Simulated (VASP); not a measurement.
# SnBi2O5 (Immm) in VASP: single point with PBE

Aim: the single point of SnBi2O5 with PBE.

Everything below comes from runs of VASP 6.6.1. Logs are shortened: lines on timing, memory, paths and dates and some standing lists are left out, and cuts for length are marked.

## 1. The cell of the first run

Symmetry: Immm, No. 71, orthorhombic system. Conventional cell: a = 3.691 Å, b = 3.976 Å, c = 17.054 Å, α = 90.00°, β = 90.00°, γ = 90.00°. Sn (site symmetry mmm) has 4 O at 1.97 to 1.99 Å within 2.6 Å. Within 3.0 Å of Bi (site symmetry mm2) lie 8 O at 2.29 to 2.89 Å. Within 2.6 Å of O (site symmetry mm2) lie 1 Sn at 1.97 Å. Within 2.6 Å of O (site symmetry mmm) lie 2 Sn at 1.99 Å. Within 3.1 Å of O (site symmetry mm2) lie 4 Bi at 2.29 to 2.34 Å and 8 O at 2.71 to 3.07 Å.

## 2. Single point, PBE (atoms taken out)

Input file INCAR:

```
SYSTEM = SnBi2O5
ALGO     = Normal         ! electronic algorithm
EDIFF    = 1E-6           ! SCF threshold, eV
ENCUT    = 520            ! plane-wave cutoff, eV
GGA      = PE             ! functional
ISIF     = 2              ! what is computed and relaxed
ISMEAR   = 0              ! smearing method
LASPH    = .True.         ! aspherical terms in the spheres
LCHARG   = .False.        ! write CHGCAR
LREAL    = .False.        ! projectors in reciprocal space
LWAVE    = .False.        ! write WAVECAR
NBANDS   = 47             ! bands
NELM     = 100            ! most SCF steps
PREC     = Accurate       ! precision mode
SIGMA    = 0.15           ! smearing width, eV
```

Input file KPOINTS:

```
k-points
0
Gamma
  4 4 4
  0 0 0
```

Input file POSCAR:

```
SnBi2O5
1.0
   -1.8455380811      1.9879933012      8.5267883799
    1.8455380811     -1.9879933012      8.5267883799
    1.8455380811      1.9879933012     -8.5267883799
Sn Bi O
1 2 5
Direct
    0.0000000000      0.0000000000      0.0000000000
    0.6740185017      0.6740185017      0.0000000000
    0.3259814983      0.3259814983      0.0000000000
    0.1157082876      0.1157082876      0.0000000000
    0.8842917124      0.8842917124      0.0000000000
    0.5000000000      0.0000000000      0.5000000000
    0.7531240498      0.2531240498      0.5000000000
    0.2468759502      0.7468759502      0.5000000000
```

Potentials or basis: VASP PAW PBE potentials, release 64 (Sn_d, Bi_d, O).

The run is started by

```console
$ cat potpaw_PBE.64/Sn_d/POTCAR potpaw_PBE.64/Bi_d/POTCAR potpaw_PBE.64/O/POTCAR > POTCAR
$ mpirun -np 1 vasp_std > vasp.out
```

OUTCAR:

```text
SYSTEM = SnBi2O5
   EDIFF = 1E-6
   ENCUT = 520
   GGA = PE
   ISIF = 2
   ISMEAR = 0
   LASPH = .True.
   LREAL = .False.
   NELM = 100
   PREC = Accurate

 ion  position               nearest neighbor table
   1  0.000  0.000  0.000-   4 1.97   5 1.97   6 1.99   6 1.99
   2  0.674  0.674  0.000-   7 2.29   7 2.29   8 2.34   8 2.34   4 2.89   4 2.89   4 2.89   4 2.89
                             3 3.75   3 3.75   3 3.75   3 3.75
   3  0.326  0.326  0.000-   8 2.29   8 2.29   7 2.34   7 2.34   5 2.89   5 2.89   5 2.89   5 2.89
                             2 3.75   2 3.75   2 3.75   2 3.75
   4  0.116  0.116  0.000-   1 1.97   2 2.89   2 2.89   2 2.89   2 2.89
   5  0.884  0.884  0.000-   1 1.97   3 2.89   3 2.89   3 2.89   3 2.89
   6  0.500  0.000  0.500-   1 1.99   1 1.99
   7  0.753  0.253  0.500-   2 2.29   2 2.29   3 2.34   3 2.34
   8  0.247  0.747  0.500-   3 2.29   3 2.29   2 2.34   2 2.34

  LATTYP: Found a body centered orthorhombic cell.
 ALAT       =     3.6910761622
 B/A-ratio  =     1.0771889898
 C/A-ratio  =     4.6202180639

  Lattice vectors:

 A1 = (  -1.8455380811,   1.9879933012,   8.5267883799)
 A2 = (   1.8455380811,  -1.9879933012,   8.5267883799)
 A3 = (   1.8455380811,   1.9879933012,  -8.5267883799)

Analysis of symmetry for initial positions (statically):
=====================================================================
 Subroutine PRICEL returns:
 Original cell was already a primitive cell.

 Routine SETGRP: Setting up the symmetry group for a
 body centered orthorhombic supercell.

 Subroutine GETGRP returns: Found  8 space group operations
 (whereof  8 operations were pure point group operations)
 out of a pool of  8 trial point group operations.

The static configuration has the point symmetry D_2h.

Analysis of symmetry for dynamics (positions and initial velocities):
=====================================================================
 Subroutine PRICEL returns:
 Original cell was already a primitive cell.

 Routine SETGRP: Setting up the symmetry group for a
 body centered orthorhombic supercell.

 Subroutine GETGRP returns: Found  8 space group operations
 (whereof  8 operations were pure point group operations)
 out of a pool of  8 trial point group operations.

The dynamic configuration has the point symmetry D_2h.

 Subroutine INISYM returns: Found  8 space group operations
 (whereof  8 operations are pure point group operations),
 and found     1 'primitive' translations

----------------------------------------------------------------------------------------

                                     Primitive cell

  volume of cell :     125.1363

  direct lattice vectors                    reciprocal lattice vectors
    -1.845538081  1.987993301  8.526788380     0.000000000  0.251509902  0.058638725
     1.845538081 -1.987993301  8.526788380     0.270923697  0.000000000  0.058638725
     1.845538081  1.987993301 -8.526788380     0.270923697  0.251509902  0.000000000

  length of vectors
     8.947862776  8.947862776  8.947862776     0.258255166  0.277196951  0.369671314

  position of ions in fractional coordinates (direct lattice)
     0.000000000  0.000000000  0.000000000
     0.674018502  0.674018502  0.000000000
     0.325981498  0.325981498  0.000000000
     0.115708288  0.115708288  0.000000000
     0.884291712  0.884291712  0.000000000
     0.500000000  0.000000000  0.500000000
     0.753124050  0.253124050  0.500000000
     0.246875950  0.746875950  0.500000000

  ion indices of the primitive-cell ions
   primitive index   ion index
                 1           1
                 2           2
                 3           3
                 4           4
                 5           5
                 6           6
                 7           7
                 8           8

----------------------------------------------------------------------------------------

 KPOINTS: k-points

Automatic generation of k-mesh.
 Grid dimensions read from file:
 generate k-points for:    4    4    4

 Generating k-lattice:

  Cartesian coordinates                     Fractional coordinates (reciprocal lattice)
     0.000000000  0.062877475  0.014659681     0.250000000 -0.000000000  0.000000000
     0.067730924  0.000000000  0.014659681     0.000000000  0.250000000 -0.000000000
     0.067730924  0.062877475  0.000000000     0.000000000 -0.000000000  0.250000000

  Length of vectors
     0.064563792  0.069299238  0.092417828

  Shift w.r.t. Gamma in fractional coordinates (k-lattice)
     0.000000000  0.000000000  0.000000000

 Subroutine IBZKPT returns following result:
 ===========================================

 Found     18 irreducible k-points:

 Following reciprocal coordinates:
            Coordinates               Weight
  0.000000  0.000000  0.000000      1.000000
  0.250000  0.000000  0.000000      4.000000
  0.500000  0.000000  0.000000      2.000000
  0.000000  0.250000  0.000000      4.000000
  0.250000  0.250000  0.000000      8.000000
  0.500000  0.250000  0.000000      8.000000
[... 10 lines left out ...]
 -0.250000 -0.250000  0.250000      2.000000
  0.500000  0.500000  0.500000      1.000000
   k-points           NKPTS =     18   k-points in BZ     NKDIM =     18   number of bands    NBANDS=     47
   number of dos      NEDOS =    301   number of ions     NIONS =      8
   total plane-waves  NPLWV = 343000
   dimension x,y,z NGX =    70 NGY =   70 NGZ =   70
   dimension x,y,z NGXF=   140 NGYF=  140 NGZF=  140
   ions per type =               1   2   5
   NGX,Y,Z   is equivalent  to a cutoff of  13.01, 13.01, 13.01 a.u.
   NGXF,Y,Z  is equivalent  to a cutoff of  26.01, 26.01, 26.01 a.u.
 SYSTEM =  SnBi2O5
   PREC   = accura    normal or accurate (medium, high low for compatibility)
   ISTART =      0    job   : 0-new  1-cont  2-samecut
   ICHARG =      2    charge: 1-file 2-atom 10-const
   ISPIN  =      1    spin polarized calculation?
   LNONCOLLINEAR =      F non collinear calculations
   LSORBIT =      F    spin-orbit coupling
   LASPH  =      T    aspherical Exc in radial PAW
   ENCUT  =  520.0 eV  38.22 Ry    6.18 a.u.  16.64 16.64 16.64*2*pi/ulx,y,z
   NELM   =    100;   NELMIN=  2; NELMDL= -5     # of ELM steps
   EDIFF  = 0.1E-05   stopping-criterion for ELM
   LREAL  =      F    real-space projection
   EDIFFG = 0.1E-04   stopping-criterion for IOM
   NSW    =      0    number of steps for IOM
   IBRION =     -1    ionic relax: 0-MD 1-quasi-New 2-CG
   NFREE  =      0    steps in history (QN), initial steepest desc. (CG)
   ISIF   =      2    stress and relaxation
   ISYM   =      2    0-nonsym 1-usesym 2-fastsym
   POTIM  = 0.5000    time-step for ionic-motion
   TEBEG  =    0.0;   TEEND  =   0.0 temperature during run
   PSTRESS=    0.0 pullay stress
   NELECT =      74.0000    total number of electrons
   NUPDOWN=      -1.0000    fix difference up-down
   EMIN   =  10.00;   EMAX   =-10.00  energy-range for DOS
   EFERMI =   0.00;   METHOD = LEGACY
   ISMEAR =     0;   SIGMA  =   0.15  broadening in eV -4-tet -1-fermi 0-gaus
   EFERMI_NEDOS =   21; number of points for ismear=-14 and -15
   IALGO  =     38    algorithm
   IMIX   =      4    mixing-type and parameters
     AMIX     =   0.40;   BMIX     =  1.00
     AMIX_MAG =   1.60;   BMIX_MAG =  1.00
  volume/ion in A,a.u.               =      15.64       105.56
  Fermi-wavevector in a.u.,A,eV,Ry     =   1.374119  2.596708 25.690553  1.888202
  Thomas-Fermi vector in A             =   2.499574
   LORBIT       =      0    0 simple, 1 ext, 2 COOP (PROOUT), +10 PAW based schemes
   GGA     = PE    functional components
   LHFCALC =     F    Hartree Fock is set to
   AEXX    =    0.0000 exact exchange contribution
   IVDW    =     0    specifies the selected vdW correction
   LEPSILON=     F    determine dielectric tensor
   LRPA    =     F    only Hartree local field effects (RPA)
 non-spin polarized calculation
 Gauss-broadening in eV      SIGMA  =   0.15
  energy-cutoff  :      520.00
  volume of cell :      125.14
 maximum number of plane-waves:      3397
 NGX is ok and might be reduce to    70
   NGX = 33   NGY = 33   NGZ = 33

 number of electron      73.9999997 magnetization

 Free energy of the ion-electron system (eV)
  ---------------------------------------------------
  ext. energy  EPLUGINS =         0.00000000
  ---------------------------------------------------
  free energy    TOTEN  =       -45.14955361 eV

  energy without entropy =      -45.14954153  energy(sigma->0) =      -45.14954757

 E-fermi :   5.9362     XC(G=0): -10.4740

 val. band max:        5.5471699832   @ k =   0.5000   0.0000   0.0000
 cond. band min:       6.2859074030   @ k =   0.5000   0.5000   0.5000
 fundamental gap:      0.7387374198
 Fermi energy:         5.9361595729

 k-point     1 :       0.0000    0.0000    0.0000
  band No.  band energies     occupation
      1     -16.9546      2.00000
      2     -16.7710      2.00000
      3     -16.7567      2.00000
      4     -16.7512      2.00000
      5     -16.7470      2.00000
      6     -16.7163      2.00000
[... 39 lines left out ...]
     46      13.7108      0.00000
     47      14.4637      0.00000

 k-point     2 :       0.2500    0.0000    0.0000
  band No.  band energies     occupation
      1     -16.9337      2.00000
      2     -16.7831      2.00000
      3     -16.7633      2.00000
      4     -16.7417      2.00000
      5     -16.7389      2.00000
      6     -16.7245      2.00000
[... 39 lines left out ...]
     46      13.1339      0.00000
     47      14.4318      0.00000

 k-point     3 :       0.5000    0.0000    0.0000
  band No.  band energies     occupation
      1     -16.8761      2.00000
      2     -16.8757      2.00000
      3     -16.7582      2.00000
      4     -16.7579      2.00000
      5     -16.7284      2.00000
      6     -16.7283      2.00000
[... 739 lines left out ...]
     46      13.6259      0.00000
     47      14.1533      0.00000

 k-point    18 :       0.5000    0.5000    0.5000
  band No.  band energies     occupation
      1     -16.9547      2.00000
      2     -16.7709      2.00000
      3     -16.7566      2.00000
      4     -16.7522      2.00000
      5     -16.7470      2.00000
      6     -16.7155      2.00000
[... 39 lines left out ...]
     46      13.5546      0.00000
     47      13.8611      0.00000

------------------------ aborting loop because EDIFF is reached ----------------------------------------

  FORCE on cell =-STRESS in cart. coord.  units (eV):
  Direction    XX          YY          ZZ          XY          YZ          ZX
  --------------------------------------------------------------------------------------
  -------------------------------------------------------------------------------------
  Total       -0.4874962      0.3590680      0.5214208      0.0000000      0.0000000      0.0000000
  in kB       -6.2416351      4.5973112      6.6759873      0.0000000      0.0000000      0.0000000
  external PRESSURE =       1.6772212 kB  Pullay stress =       0.0000000 kB

 VOLUME and BASIS-vectors are now :
 -----------------------------------------------------------------------------
  energy-cutoff  :      520.00
  volume of cell :      125.14
      direct lattice vectors                 reciprocal lattice vectors
    -1.845538081  1.987993301  8.526788380     0.000000000  0.251509902  0.058638725
     1.845538081 -1.987993301  8.526788380     0.270923697  0.000000000  0.058638725
     1.845538081  1.987993301 -8.526788380     0.270923697  0.251509902  0.000000000

 POSITION                                       TOTAL-FORCE (eV/Angst)
 -----------------------------------------------------------------------------------
      0.00000      0.00000      0.00000         0.000000      0.000000     -0.000000
      0.00000      0.00000     11.49443        -0.000000      0.000000     -0.044831
      0.00000      0.00000      5.55915        -0.000000     -0.000000      0.044831
      0.00000      0.00000      1.97324         0.000000     -0.000000      0.079662
      0.00000      0.00000     15.08034        -0.000000      0.000000     -0.079662
      0.00000      1.98799      0.00000         0.000000      0.000000      0.000000
      0.00000      1.98799      4.31667         0.000000      0.000000     -0.054070
      1.84554      0.00000      4.21012        -0.000000     -0.000000      0.054070
 -----------------------------------------------------------------------------------
    total drift:                                0.000000      0.000000     -0.000000

  FREE ENERGIE OF THE ION-ELECTRON SYSTEM (eV)
  ---------------------------------------------------
  free  energy   TOTEN  =       -45.1495536074 eV

  energy  without entropy=      -45.1495415258  energy(sigma->0) =      -45.14954757
```

Wall time 5.5 min (1 thread of AMD EPYC 9R45 (Zen 5), shared host); peak memory 0.64 GiB.

Results:

- Free energy: -45.1496 eV
- Pressure: 0.2 GPa
- Largest force: 0.080 eV/Å
- Band gap on the k mesh: 0.74 eV (least direct gap 1.42 eV)

Forces on the atoms (eV/Å):
```
Sn   0.000  0.000  0.000
Bi   0.000  0.000 -0.045
Bi   0.000  0.000  0.045
O    0.000  0.000  0.080
O    0.000  0.000 -0.080
O    0.000  0.000  0.000
O    0.000  0.000 -0.054
O    0.000  0.000  0.054
```

Caveat: the k points lie up to 0.44 Å⁻¹ apart; the cell differs from its parent crystal (atoms taken out); spin-orbit coupling is left out, which moves the levels of the heavy elements. A k mesh can miss the band edges.
